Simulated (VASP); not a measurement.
Input of a VASP 6.6.1 run:

The input POSCAR:

```
CdSiN2
1.0
    3.1499393445      0.0000000000      0.0000000000
    0.0000000000      3.1499393445      0.0000000000
    0.0000000000      0.0000000000     10.5181992429
Cd N Si
2 4 2
Direct
    0.5000000000      0.0000000000      0.8616232094
    0.0000000000      0.5000000000      0.1383767906
    0.5000000000      0.5000000000      0.0000000000
    0.0000000000      0.0000000000      0.3247102099
    0.5000000000      0.5000000000      0.5000000000
    0.0000000000      0.0000000000      0.6752897901
    0.5000000000      0.0000000000      0.3956755403
    0.0000000000      0.5000000000      0.6043244597
```

The input INCAR.step1:

```
SYSTEM = CdSiN2
ALGO = Normal
EDIFF = 1E-5
ENCUT = 770
GGA = PE
GGA_COMPAT = .FALSE.
ISMEAR = -1
LASPH = .TRUE.
LCHARG = .FALSE.
LREAL = .FALSE.
LWAVE = .TRUE.
NBANDS = 44
NELM = 120
PREC = Accurate
SIGMA = 0.02
```

Contents of INCAR.step2:

```
SYSTEM = CdSiN2
ALGO = Normal
EDIFF = 1E-6
ENCUT = 770
GGA_COMPAT = .FALSE.
ISIF = 2
ISMEAR = -1
ISTART = 1
LASPH = .TRUE.
LCHARG = .TRUE.
LELF = .TRUE.
LMIXTAU = .TRUE.
LREAL = .FALSE.
LVHAR = .TRUE.
LWAVE = .FALSE.
METAGGA = R2SCAN
NBANDS = 44
NELM = 120
PREC = Accurate
SIGMA = 0.02
```

The input KPOINTS:

```
k-points
0
G
  8 8 2
  0 0 0
```

Potentials or basis: VASP PAW PBE potentials, release 64 (Cd_sv_GW, N, Si).

Run with:

```console
$ cat potpaw_PBE.64/Cd_sv_GW/POTCAR potpaw_PBE.64/N/POTCAR potpaw_PBE.64/Si/POTCAR > POTCAR
$ cp INCAR.step1 INCAR
$ mpirun -np 1 vasp_std > vasp.out
$ cp INCAR.step2 INCAR
$ mpirun -np 1 vasp_std > vasp.out
```

Question: Estimate the pressure.

Answer: -9.3 GPa.

Question: Estimate the largest force.

Answer: 0.405 eV/Å.

Question: Predict the band gap on the k mesh.

Answer: Zero (bands 34 and 35 overlap by 0.40 eV).

Forces in eV/Å, atoms in the order of the input:
```
Cd   0.000  0.000  0.405
Cd   0.000  0.000 -0.405
N    0.000  0.000  0.000
N    0.000  0.000  0.390
N    0.000  0.000  0.000
N    0.000  0.000 -0.390
Si   0.000  0.000 -0.041
Si   0.000  0.000  0.041
```

Caveat: the cell stands under tension; semilocal functionals underestimate gaps, and a narrow one can read as zero; the PAW data sets were made with another functional, which shifts forces and pressure a little.
